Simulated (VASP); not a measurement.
# Zr3S2 (R32) in VASP: single point with PBEsol

Aim: the single point of Zr3S2 with PBEsol.

Everything below comes from runs of VASP 6.6.1. Logs are shortened: lines on timing, memory, paths and dates and some standing lists are left out, and cuts for length are marked.

## (1) The cell of the first run

Symmetry: R32, No. 155, trigonal system. Conventional cell: a = 6.172 Å, b = 6.172 Å, c = 8.880 Å, α = 90.00°, β = 90.00°, γ = 120.00°. Zr (site symmetry 2) has 4 S at 2.53 to 2.55 Å and 2 Zr at 2.96 Å within 3.3 Å. S (site symmetry 3) has 6 Zr at 2.53 to 2.55 Å and 1 S at 2.93 Å within 3.3 Å.

## (2) Single point, PBEsol

File INCAR:

```
SYSTEM = Zr3S2
PREC = Accurate
ENCUT = 520
EDIFF = 1E-7
ISMEAR = 0
SIGMA = 0.15
LREAL = .False.
LASPH = .True.
NELM = 80
ALGO = Normal
ISIF = 2
LWAVE = .False.
LCHARG = .False.
GGA = PS
NBANDS = 32
```

File KPOINTS:

```
regular mesh
0
Gamma
  12 12 12
  0 0 0
```

File POSCAR:

```
Zr3S2
1.0
    3.0857676607      1.7815687896      2.9599327454
   -3.0857676607      1.7815687896      2.9599327454
    0.0000000000     -3.5631375791      2.9599327454
Zr S
3 2
Direct
    0.1618381723      0.8381618277      0.5000000000
    0.5000000000      0.1618381723      0.8381618277
    0.8381618277      0.5000000000      0.1618381723
    0.3349612457      0.3349612457      0.3349612457
    0.6650387543      0.6650387543      0.6650387543
```

Potentials or basis: VASP PAW PBE potentials, release 64 (Zr_sv, S).

The run is started by

```bash
$ cat potpaw_PBE.64/Zr_sv/POTCAR potpaw_PBE.64/S/POTCAR > POTCAR
$ mpirun -np 1 vasp_std > vasp.out
```

OUTCAR:

```text
SYSTEM = Zr3S2
   PREC = Accurate
   ENCUT = 520
   EDIFF = 1E-7
   ISMEAR = 0
   LREAL = .False.
   LASPH = .True.
   NELM = 80
   ISIF = 2
   GGA = PS

 ion  position               nearest neighbor table
   1  0.162  0.838  0.500-   4 2.53   5 2.53   5 2.55   4 2.55   3 2.96   2 2.96   3 3.54   2 3.54
                             3 3.54   2 3.54   3 3.61   2 3.61
   2  0.500  0.162  0.838-   4 2.53   5 2.53   4 2.55   5 2.55   1 2.96   3 2.96   3 3.54   3 3.54
                             1 3.54   1 3.54   1 3.61   3 3.61
   3  0.838  0.500  0.162-   5 2.53   4 2.53   5 2.55   4 2.55   1 2.96   2 2.96   2 3.54   2 3.54
                             1 3.54   1 3.54   1 3.61   2 3.61
   4  0.335  0.335  0.335-   2 2.53   3 2.53   1 2.53   2 2.55   1 2.55   3 2.55
   5  0.665  0.665  0.665-   3 2.53   2 2.53   1 2.53   3 2.55   1 2.55   2 2.55

  LATTYP: Found a trigonal (rhomboedric) cell.
 ALAT       =     4.6321864454
 COS(alpha) =     0.1124672667

  Lattice vectors:

 A1 = (   3.0857676607,   1.7815687896,   2.9599327454)
 A2 = (  -3.0857676607,   1.7815687896,   2.9599327454)
 A3 = (   0.0000000000,  -3.5631375791,   2.9599327454)

Analysis of symmetry for initial positions (statically):
=====================================================================
 Subroutine PRICEL returns:
 Original cell was already a primitive cell.

 Routine SETGRP: Setting up the symmetry group for a
 trigonal (rhombohedral) supercell.

 Subroutine GETGRP returns: Found  6 space group operations
 (whereof  6 operations were pure point group operations)
 out of a pool of 12 trial point group operations.

The static configuration has the point symmetry D_3 .

Analysis of symmetry for dynamics (positions and initial velocities):
=====================================================================
 Subroutine PRICEL returns:
 Original cell was already a primitive cell.

 Routine SETGRP: Setting up the symmetry group for a
 trigonal (rhombohedral) supercell.

 Subroutine GETGRP returns: Found  6 space group operations
 (whereof  6 operations were pure point group operations)
 out of a pool of 12 trial point group operations.

The dynamic configuration has the point symmetry D_3 .

 Subroutine INISYM returns: Found  6 space group operations
 (whereof  6 operations are pure point group operations),
 and found     1 'primitive' translations

----------------------------------------------------------------------------------------

                                     Primitive cell

  volume of cell :      97.6335

  direct lattice vectors                    reciprocal lattice vectors
     3.085767661  1.781568790  2.959932745     0.162034234  0.093550509  0.112615171
    -3.085767661  1.781568790  2.959932745    -0.162034234  0.093550509  0.112615171
     0.000000000 -3.563137579  2.959932745     0.000000000 -0.187101018  0.112615171

  length of vectors
     4.632186445  4.632186445  4.632186445     0.218378038  0.218378038  0.218378038

  position of ions in fractional coordinates (direct lattice)
     0.161838172  0.838161828  0.500000000
     0.500000000  0.161838172  0.838161828
     0.838161828  0.500000000  0.161838172
     0.334961246  0.334961246  0.334961246
     0.665038754  0.665038754  0.665038754

  ion indices of the primitive-cell ions
   primitive index   ion index
                 1           1
                 2           2
                 3           3
                 4           4
                 5           5

----------------------------------------------------------------------------------------

 KPOINTS: regular mesh

Automatic generation of k-mesh.
 Grid dimensions read from file:
 generate k-points for:   12   12   12

 Generating k-lattice:

  Cartesian coordinates                     Fractional coordinates (reciprocal lattice)
     0.013502853  0.007795876  0.009384598     0.083333333  0.000000000  0.000000000
    -0.013502853  0.007795876  0.009384598     0.000000000  0.083333333  0.000000000
     0.000000000 -0.015591751  0.009384598    -0.000000000 -0.000000000  0.083333333

  Length of vectors
     0.018198170  0.018198170  0.018198170

  Shift w.r.t. Gamma in fractional coordinates (k-lattice)
     0.000000000  0.000000000  0.000000000

 Subroutine IBZKPT returns following result:
 ===========================================

 Found    189 irreducible k-points:

 Following reciprocal coordinates:
            Coordinates               Weight
  0.000000  0.000000  0.000000      1.000000
  0.083333 -0.000000 -0.000000      6.000000
  0.166667 -0.000000 -0.000000      6.000000
  0.250000 -0.000000 -0.000000      6.000000
  0.333333 -0.000000 -0.000000      6.000000
  0.416667 -0.000000 -0.000000      6.000000
[... 16 lines left out ...]
  0.500000  0.166667 -0.000000     12.000000
 -0.416667  0.166667  0.000000     12.000000
 [... further k-points ...]
   k-points           NKPTS =    189   k-points in BZ     NKDIM =    189   number of bands    NBANDS=     32
   number of dos      NEDOS =    301   number of ions     NIONS =      5
   total plane-waves  NPLWV =  46656
   dimension x,y,z NGX =    36 NGY =   36 NGZ =   36
   dimension x,y,z NGXF=    72 NGYF=   72 NGZF=   72
   ions per type =               3   2
   NGX,Y,Z   is equivalent  to a cutoff of  12.92, 12.92, 12.92 a.u.
   NGXF,Y,Z  is equivalent  to a cutoff of  25.84, 25.84, 25.84 a.u.
 SYSTEM =  Zr3S2
   PREC   = accura    normal or accurate (medium, high low for compatibility)
   ISTART =      0    job   : 0-new  1-cont  2-samecut
   ICHARG =      2    charge: 1-file 2-atom 10-const
   ISPIN  =      1    spin polarized calculation?
   LNONCOLLINEAR =      F non collinear calculations
   LSORBIT =      F    spin-orbit coupling
   LASPH  =      T    aspherical Exc in radial PAW
   ENCUT  =  520.0 eV  38.22 Ry    6.18 a.u.   8.61  8.61  8.61*2*pi/ulx,y,z
   NELM   =     80;   NELMIN=  2; NELMDL= -5     # of ELM steps
   EDIFF  = 0.1E-06   stopping-criterion for ELM
   LREAL  =      F    real-space projection
   EDIFFG = 0.1E-05   stopping-criterion for IOM
   NSW    =      0    number of steps for IOM
   IBRION =     -1    ionic relax: 0-MD 1-quasi-New 2-CG
   NFREE  =      0    steps in history (QN), initial steepest desc. (CG)
   ISIF   =      2    stress and relaxation
   ISYM   =      2    0-nonsym 1-usesym 2-fastsym
   POTIM  = 0.5000    time-step for ionic-motion
   TEBEG  =    0.0;   TEEND  =   0.0 temperature during run
   PSTRESS=    0.0 pullay stress
   NELECT =      48.0000    total number of electrons
   NUPDOWN=      -1.0000    fix difference up-down
   EMIN   =  10.00;   EMAX   =-10.00  energy-range for DOS
   EFERMI =   0.00;   METHOD = LEGACY
   ISMEAR =     0;   SIGMA  =   0.15  broadening in eV -4-tet -1-fermi 0-gaus
   EFERMI_NEDOS =   21; number of points for ismear=-14 and -15
   IALGO  =     38    algorithm
   IMIX   =      4    mixing-type and parameters
     AMIX     =   0.40;   BMIX     =  1.00
     AMIX_MAG =   1.60;   BMIX_MAG =  1.00
  volume/ion in A,a.u.               =      19.53       131.77
  Fermi-wavevector in a.u.,A,eV,Ry     =   1.292079  2.441675 22.714480  1.669467
  Thomas-Fermi vector in A             =   2.423809
   LORBIT       =      0    0 simple, 1 ext, 2 COOP (PROOUT), +10 PAW based schemes
   GGA     = PS    functional components
   LHFCALC =     F    Hartree Fock is set to
   AEXX    =    0.0000 exact exchange contribution
   IVDW    =     0    specifies the selected vdW correction
   LEPSILON=     F    determine dielectric tensor
   LRPA    =     F    only Hartree local field effects (RPA)
 non-spin polarized calculation
 Gauss-broadening in eV      SIGMA  =   0.15
  energy-cutoff  :      520.00
  volume of cell :       97.63
 maximum number of plane-waves:      2658
   NGX = 17   NGY = 17   NGZ = 17

 number of electron      47.9999996 magnetization

 Free energy of the ion-electron system (eV)
  ---------------------------------------------------
  ext. energy  EPLUGINS =         0.00000000
  ---------------------------------------------------
  free energy    TOTEN  =       -40.91249484 eV

  energy without entropy =      -40.85198275  energy(sigma->0) =      -40.88223880

 E-fermi :   9.2897     XC(G=0): -11.1939

 val. band max:        9.2885867990   @ k =   0.4167   0.4167   0.3333
 cond. band min:       9.2905981269   @ k =  -0.1667   0.0833   0.0833
 fundamental gap:      0.0020113279
 Fermi energy:         9.2897159920

 k-point     1 :       0.0000    0.0000    0.0000
  band No.  band energies     occupation
      1     -39.6314      2.00000
      2     -39.5059      2.00000
      3     -39.5059      2.00000
      4     -18.0185      2.00000
      5     -18.0185      2.00000
      6     -17.8131      2.00000
[... 24 lines left out ...]
     31      12.7027      0.00000
     32      12.7027      0.00000

 k-point     2 :       0.0833   -0.0000   -0.0000
  band No.  band energies     occupation
      1     -39.6298      2.00000
      2     -39.5160      2.00000
      3     -39.4975      2.00000
      4     -18.0908      2.00000
      5     -17.9428      2.00000
      6     -17.8313      2.00000
[... 24 lines left out ...]
     31      12.5229      0.00000
     32      12.8254      0.00000

 k-point     3 :       0.1667   -0.0000   -0.0000
  band No.  band energies     occupation
      1     -39.6250      2.00000
      2     -39.5275      2.00000
      3     -39.4906      2.00000
      4     -18.1556      2.00000
      5     -17.8741      2.00000
      6     -17.8542      2.00000
[... 24 lines left out ...]
     31      12.6378      0.00000
     32      12.9529      0.00000

 k-point     4 :       0.2500   -0.0000   -0.0000
  band No.  band energies     occupation
      1     -39.6173      2.00000
      2     -39.5401      2.00000
      3     -39.4853      2.00000
      4     -18.2097      2.00000
      5     -17.8790      2.00000
      6     -17.8248      2.00000
[... 654 lines left out ...]
     31      12.5423      0.00000
     32      12.9124      0.00000

 k-point    23 :       0.5000    0.1667   -0.0000
  band No.  band energies     occupation
      1     -39.5929      2.00000
      2     -39.5650      2.00000
      3     -39.4839      2.00000
      4     -18.2643      2.00000
      5     -17.9458      2.00000
      6     -17.8156      2.00000
[... 24 lines left out ...]
     31      12.2633      0.00000
     32      13.0657      0.00000

 k-point    24 :      -0.4167    0.1667    0.0000
  band No.  band energies     occupation
      1     -39.6031      2.00000
      2     -39.5501      2.00000
      3     -39.4887      2.00000
      4     -18.2289      2.00000
      5     -17.9319      2.00000
      6     -17.8381      2.00000
[... 24 lines left out ...]
     31      12.1361      0.00000
     32      13.0474      0.00000

 [... further k-points ...]

------------------------ aborting loop because EDIFF is reached ----------------------------------------

  FORCE on cell =-STRESS in cart. coord.  units (eV):
  Direction    XX          YY          ZZ          XY          YZ          ZX
  --------------------------------------------------------------------------------------
  -------------------------------------------------------------------------------------
  Total       -1.6565041     -1.6565041     11.5038641      0.0000000      0.0000000      0.0000000
  in kB      -27.1834252    -27.1834252    188.7797516      0.0000000      0.0000000      0.0000000
  external PRESSURE =      44.8043004 kB  Pullay stress =       0.0000000 kB

 VOLUME and BASIS-vectors are now :
 -----------------------------------------------------------------------------
  energy-cutoff  :      520.00
  volume of cell :       97.63
      direct lattice vectors                 reciprocal lattice vectors
     3.085767661  1.781568790  2.959932745     0.162034234  0.093550509  0.112615171
    -3.085767661  1.781568790  2.959932745    -0.162034234  0.093550509  0.112615171
     0.000000000 -3.563137579  2.959932745     0.000000000 -0.187101018  0.112615171

 POSITION                                       TOTAL-FORCE (eV/Angst)
 -----------------------------------------------------------------------------------
     -2.08698      0.00000      4.43990        -0.022362      0.000000      0.000000
      1.04349     -1.80738      4.43990         0.011181     -0.019366      0.000000
      1.04349      1.80738      4.43990         0.011181      0.019366      0.000000
      0.00000      0.00000      2.97439        -0.000000     -0.000000     -0.693267
      0.00000      0.00000      5.90541        -0.000000      0.000000      0.693267
 -----------------------------------------------------------------------------------
    total drift:                                0.000000     -0.000000      0.000000

  FREE ENERGIE OF THE ION-ELECTRON SYSTEM (eV)
  ---------------------------------------------------
  free  energy   TOTEN  =       -40.9124948425 eV

  energy  without entropy=      -40.8519827484  energy(sigma->0) =      -40.88223880
```

Wall time 3.5 min (1 thread of Intel Xeon Platinum 8559C (Emerald Rapids), shared host); peak memory 0.53 GiB.

Results:

- Free energy: -40.9125 eV
- Pressure: 4.5 GPa
- Largest force: 0.693 eV/Å
- Band gap on the k mesh: zero (bands 24 and 25 overlap by 0.37 eV)

Forces on the atoms (eV/Å):
```
Zr  -0.022  0.000  0.000
Zr   0.011 -0.019  0.000
Zr   0.011  0.019  0.000
S    0.000  0.000 -0.693
S    0.000  0.000  0.693
```

Stress tensor (GPa, compression positive):
```
-2.72  0.00  0.00
 0.00 -2.72  0.00
 0.00  0.00 18.88
```

Levels at points of the mesh, in eV from the Fermi level:
```tsv
k point	band 22	band 23	band 24	band 25	band 26	band 27
(0.00, 0.00, 0.00)	-2.26	0.13	0.13	0.91	0.91	2.68
(0.50, 0.00, 0.00)	-1.13	-1.00	-0.98	0.18	1.36	1.65
(0.50, 0.50, 0.00)	-1.76	-0.71	0.01	0.46	1.09	1.33
(0.50, 0.50, 0.50)	-0.93	-0.38	0.15	0.15	0.58	0.63
```

Caveat: the cell stands under pressure; the PAW data sets were made with another functional, which shifts forces and pressure a little.
